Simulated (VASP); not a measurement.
# Ge (P6_3/mmc) in VASP: a series of runs, part 3 of 3

VASP 6.6.1. The steps go on from the part before.

## Step 4: Single point, r2SCAN

This run uses another cell than the first one, of 22.82 Å³/atom.

The input, POSCAR:

```
Ge
1.0
    3.9956487014      0.0000000000      0.0000000000
   -1.9978243507      3.4603332800      0.0000000000
    0.0000000000      0.0000000000      6.6027109586
Ge
4
Direct
    0.6666666667      0.3333333333      0.0629814339
    0.3333333333      0.6666666667      0.5629814339
    0.6666666667      0.3333333333      0.4370185661
    0.3333333333      0.6666666667      0.9370185661
```

The input, INCAR.step1:

```
SYSTEM = Ge
PREC = Accurate ; ENCUT = 520
ISMEAR = 0 ; SIGMA = 0.03
LREAL = .False. ; LASPH = .True.
NELM = 100 ; NBANDS = 36
GGA = PE ; ALGO = Normal
EDIFF = 1E-4 ; LWAVE = .True.
LCHARG = .False.
```

The input, INCAR.step2:

```
SYSTEM = Ge
PREC = Accurate ; ENCUT = 520
EDIFF = 1E-7 ; ISMEAR = 0
SIGMA = 0.03 ; LREAL = .False.
LASPH = .True. ; NELM = 100
ALGO = Normal ; ISIF = 2
LWAVE = .False. ; LCHARG = .False.
METAGGA = R2SCAN ; LMIXTAU = .True.
NBANDS = 36 ; ISTART = 1
```

The input, KPOINTS:

```
Automatic mesh
0
Gamma
  12 12 6
  0 0 0
```

Potentials or basis: VASP PAW PBE potentials, release 64 (Ge_d).

Started as:

```bash
> cat potpaw_PBE.64/Ge_d/POTCAR > POTCAR
> cp INCAR.step1 INCAR
> mpirun -np 1 vasp_std > vasp.out
> cp INCAR.step2 INCAR
> mpirun -np 1 vasp_std > vasp.out
```

OUTCAR:

```text
SYSTEM = Ge
   PREC = Accurate
   ENCUT = 520
   EDIFF = 1E-7
   ISMEAR = 0
   LREAL = .False.
   LASPH = .True.
   NELM = 100
   ISIF = 2
   METAGGA = R2SCAN
   ISTART = 1

 ion  position               nearest neighbor table
   1  0.667  0.333  0.063-   4 2.45   4 2.45   4 2.45   3 2.47
   2  0.333  0.667  0.563-   3 2.45   3 2.45   3 2.45   4 2.47
   3  0.667  0.333  0.437-   2 2.45   2 2.45   2 2.45   1 2.47
   4  0.333  0.667  0.937-   1 2.45   1 2.45   1 2.45   2 2.47

  LATTYP: Found a hexagonal cell.
 ALAT       =     3.9956487014
 C/A-ratio  =     1.6524753431

  Lattice vectors:

 A1 = (   3.9956487014,   0.0000000000,   0.0000000000)
 A2 = (  -1.9978243507,   3.4603332800,   0.0000000000)
 A3 = (   0.0000000000,   0.0000000000,   6.6027109586)

Analysis of symmetry for initial positions (statically):
=====================================================================
 Subroutine PRICEL returns:
 Original cell was already a primitive cell.

 Routine SETGRP: Setting up the symmetry group for a
 hexagonal supercell.

 Subroutine GETGRP returns: Found 24 space group operations
 (whereof 12 operations were pure point group operations)
[... 172 lines left out ...]

 val. band max:        4.9024031954   @ k =   0.0000   0.0000   0.0000
 cond. band min:       4.9785091303   @ k =   0.0000   0.0000   0.0000
 fundamental gap:      0.0761059349
 Fermi energy:         4.9437837068

 k-point     1 :       0.0000    0.0000    0.0000
  band No.  band energies     occupation
      1     -20.7992      2.00000
      2     -20.7992      2.00000
      3     -20.7590      2.00000
      4     -20.7589      2.00000
      5     -20.7589      2.00000
      6     -20.7463      2.00000
[... 925 lines left out ...]
     35      12.3036      0.00000
     36      12.8676      0.00000

 [... further k-points ...]

------------------------ aborting loop because EDIFF is reached ----------------------------------------

  FORCE on cell =-STRESS in cart. coord.  units (eV):
  Direction    XX          YY          ZZ          XY          YZ          ZX
  --------------------------------------------------------------------------------------
  -------------------------------------------------------------------------------------
  Total        0.0284634      0.0284634      0.0445633      0.0000000     -0.0000000      0.0000000
  in kB        0.4995402      0.4995402      0.7820967      0.0000000     -0.0000000      0.0000000
  external PRESSURE =       0.5937257 kB  Pullay stress =       0.0000000 kB

 VOLUME and BASIS-vectors are now :
 -----------------------------------------------------------------------------
  energy-cutoff  :      520.00
  volume of cell :       91.29
      direct lattice vectors                 reciprocal lattice vectors
     3.995648701  0.000000000  0.000000000     0.250272252  0.144494752  0.000000000
    -1.997824351  3.460333280  0.000000000     0.000000000  0.288989505  0.000000000
     0.000000000  0.000000000  6.602710959     0.000000000  0.000000000  0.151452942

 POSITION                                       TOTAL-FORCE (eV/Angst)
 -----------------------------------------------------------------------------------
      1.99782      1.15344      0.41585        -0.000000      0.000000      0.004586
     -0.00000      2.30689      3.71720         0.000000     -0.000000      0.004586
      1.99782      1.15344      2.88551         0.000000      0.000000     -0.004586
     -0.00000      2.30689      6.18686         0.000000     -0.000000     -0.004586
 -----------------------------------------------------------------------------------
    total drift:                               -0.000000      0.000000     -0.000000

  FREE ENERGIE OF THE ION-ELECTRON SYSTEM (eV)
  ---------------------------------------------------
  free  energy   TOTEN  =       -55.4188369012 eV

  energy  without entropy=      -55.4188259524  energy(sigma->0) =      -55.41883143
```

OSZICAR.step1:

```text
N       E                     dE             d eps       ncg     rms          rms(c)
DAV:   1     0.492179760491E+03    0.49218E+03   -0.28423E+04  6360   0.428E+03
DAV:   2     0.669980249186E+02   -0.42518E+03   -0.41383E+03  5472   0.803E+02
DAV:   3    -0.135722117723E+02   -0.80570E+02   -0.79542E+02  5916   0.206E+02
DAV:   4    -0.180490898709E+02   -0.44769E+01   -0.44575E+01  6456   0.565E+01
DAV:   5    -0.181395654360E+02   -0.90476E-01   -0.90444E-01  6152   0.884E+00    0.450E+00
DAV:   6    -0.180241150703E+02    0.11545E+00   -0.64297E-02  6072   0.197E+00    0.266E+00
DAV:   7    -0.179615973659E+02    0.62518E-01   -0.10388E-01  6000   0.223E+00    0.194E-01
DAV:   8    -0.179650545594E+02   -0.34572E-02   -0.12483E-02  6028   0.101E+00    0.859E-02
DAV:   9    -0.179658589209E+02   -0.80436E-03   -0.83039E-04  4784   0.130E-01    0.221E-02
DAV:  10    -0.179659065268E+02   -0.47606E-04   -0.81947E-05  4676   0.923E-02
   1 F= -.17965907E+02 E0= -.17965880E+02  d E =-.521385E-04
```

It took 27 min on 1 thread of Oxide Virtual Turin-like, shared host; peak memory 0.28 GiB.

Results:

```yaml
Free_energy: -55.4188 eV
Pressure: 0.1 GPa
Largest_force: 0.005 eV/Å
Band_gap_on_the_k_mesh: 0.08 eV
```

Forces in eV/Å, atoms in the order of the input:
```
Ge   0.000  0.000  0.005
Ge   0.000  0.000  0.005
Ge   0.000  0.000 -0.005
Ge   0.000  0.000 -0.005
```

Caveat: semilocal functionals underestimate gaps, and a narrow one can read as zero; the PAW data sets were made with another functional, which shifts forces and pressure a little. A k mesh can miss the band edges.

## Step 5: Single point, r2SCAN

This run uses another cell than the first one, of 20.83 Å³/atom.

The input, POSCAR:

```
Ge
1.0
    3.8757792404      0.0000000000      0.0000000000
   -1.9378896202      3.3565232816      0.0000000000
    0.0000000000      0.0000000000      6.4046296311
Ge
4
Direct
    0.6666666667      0.3333333333      0.0631988676
    0.3333333333      0.6666666667      0.5631988676
    0.6666666667      0.3333333333      0.4368011324
    0.3333333333      0.6666666667      0.9368011324
```

The input, INCAR.step1:

```
PREC     = Accurate       # precision mode
ENCUT    = 520            # plane-wave cutoff, eV
ISMEAR   = 0              # smearing method
SIGMA    = 0.01           # smearing width, eV
LREAL    = False          # projectors in reciprocal space
LASPH    = True           # aspherical terms in the spheres
NELM     = 100            # most SCF steps
NBANDS   = 36             # bands
GGA      = PE             # functional
ALGO     = Normal         # electronic algorithm
EDIFF    = 1E-4           # SCF threshold, eV
LWAVE    = True           # write WAVECAR
LCHARG   = False          # write CHGCAR
```

The input, INCAR.step2:

```
PREC     = Accurate       # precision mode
ENCUT    = 520            # plane-wave cutoff, eV
EDIFF    = 1E-6           # SCF threshold, eV
ISMEAR   = 0              # smearing method
SIGMA    = 0.01           # smearing width, eV
LREAL    = False          # projectors in reciprocal space
LASPH    = True           # aspherical terms in the spheres
NELM     = 100            # most SCF steps
ALGO     = Normal         # electronic algorithm
ISIF     = 2              # what is computed and relaxed
LWAVE    = False          # write WAVECAR
LCHARG   = False          # write CHGCAR
METAGGA  = R2SCAN         # meta-GGA
LMIXTAU  = True         
NBANDS   = 36             # bands
ISTART   = 1
```

The input, KPOINTS:

```
Automatic mesh
0
Gamma
  12 12 6
```

Started as:

```bash
> cat potpaw_PBE.64/Ge_d/POTCAR > POTCAR
> cp INCAR.step1 INCAR
> mpirun -np 1 vasp_std > vasp.out
> cp INCAR.step2 INCAR
> mpirun -np 1 vasp_std > vasp.out
```

Run time: 18 min. Hardware: 1 thread of Oxide Virtual Turin-like, shared host; peak memory 0.27 GiB.

Results (log left out):

| Property | Result |
| --- | --- |
| Free energy | -55.2275 eV |
| Pressure | 8.2 GPa |
| Largest force | 0.012 eV/Å |
| Band gap on the k mesh | 0.32 eV |

Forces on the atoms (eV/Å):
```
Ge   0.000  0.000  0.012
Ge   0.000  0.000  0.012
Ge   0.000  0.000 -0.012
Ge   0.000  0.000 -0.012
```

Stress tensor (GPa, compression positive):
```
8.10 0.00 0.00
0.00 8.10 0.00
0.00 0.00 8.37
```

Levels at points of the mesh, in eV from the valence-band top:
| k point | band 24 | band 25 | band 26 | band 27 | band 28 | band 29 | band 30 | band 31 | band 32 | band 33 |
| --- | --- | --- | --- | --- | --- | --- | --- | --- | --- | --- |
| (0.00, 0.00, 0.00) | -1.88 | -1.88 | -0.37 | 0.00 | 0.00 | 0.32 | 1.10 | 2.24 | 2.24 | 2.88 |
| (0.50, 0.00, 0.00) | -7.40 | -5.42 | -3.72 | -3.44 | -1.84 | 0.50 | 2.09 | 3.66 | 3.81 | 4.67 |
| (0.00, 0.00, 0.50) | -5.29 | -1.16 | -1.16 | -1.16 | -1.16 | 1.16 | 1.16 | 3.50 | 3.50 | 3.50 |
| (0.50, 0.00, 0.50) | -8.71 | -3.08 | -3.08 | -2.96 | -2.96 | 0.66 | 0.66 | 2.15 | 2.15 | 6.59 |

Caveat: the cell stands under pressure; semilocal functionals underestimate gaps, and a narrow one can read as zero; the PAW data sets were made with another functional, which shifts forces and pressure a little.

## Step 6: Summary

| cell | smearing | gap on the mesh (eV) | pressure (GPa) | largest force (eV/Å) |
| --- | --- | --- | --- | --- |
| a = 3.936, b = 3.936, c = 6.662 Å, angles 90.0, 90.0, 120.0°, 4 atoms, atomic positions A | gaussian 0.01 eV | 0.31 | 1.7 | 0.23 |
| a = 3.996, b = 3.996, c = 6.603 Å, angles 90.0, 90.0, 120.0°, 4 atoms, atomic positions A | gaussian 0.01 eV | 0.08 | 0.1 | - |
| a = 3.996, b = 3.996, c = 6.603 Å, angles 90.0, 90.0, 120.0°, 4 atoms, atomic positions A | gaussian 0.03 eV | 0.08 | 0.1 | - |
| a = 3.876, b = 3.876, c = 6.405 Å, angles 90.0, 90.0, 120.0°, 4 atoms, atomic positions B | gaussian 0.01 eV | 0.32 | 8.2 | 0.01 |

Alike in all rows: task single point; level r2SCAN; potentials or basis VASP PAW PBE potentials, release 64 (Ge_d); no spin polarisation; k mesh 12 × 12 × 6; cutoff (eV) 520.

Caveats: semilocal functionals underestimate gaps, and a narrow one can read as zero; the PAW data sets were made with another functional, which shifts forces and pressure a little; the cell stands under pressure (at least some runs).

Absolute energies hang on the potentials; compare differences alone.
